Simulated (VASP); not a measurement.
Runs of VASP 6.6.1 on SnO (Romarchite). The structure is that of space group P4/nmm (No. 129), or close to it. The cells are those of the table. 

```csv
cell,gap on the mesh (eV),pressure (GPa),largest force (eV/Å)
"a = 3.799, b = 3.799, c = 4.841 Å, 4 atoms",(b),5.1,0.58
"a = 3.761, b = 3.761, c = 4.841 Å, 4 atoms",0.36,7.5,0.84
"a = 3.818, b = 3.818, c = 4.841 Å, 4 atoms",0.55,4.0,0.46
"a = 3.780, b = 3.780, c = 4.841 Å, 4 atoms",0.43,(a),0.71
"a = 3.837, b = 3.837, c = 4.841 Å, 4 atoms",0.60,2.9,0.34
```

Alike in all rows: task single point; level PBE; potentials or basis VASP PAW PBE potentials, release 64 (Sn_d, O); no spin polarisation; k mesh 5 × 5 × 4; cutoff (eV) 520; smearing fermi-dirac 0.05 eV.

**Question.** Fill in the values left out.

**Answer.** (a) 6.3; (b) 0.49.

Caveats: spin-orbit coupling is left out, which moves the levels of the heavy elements.

A k mesh can miss the band edges, and the runs leave out spin-orbit coupling on Sn.
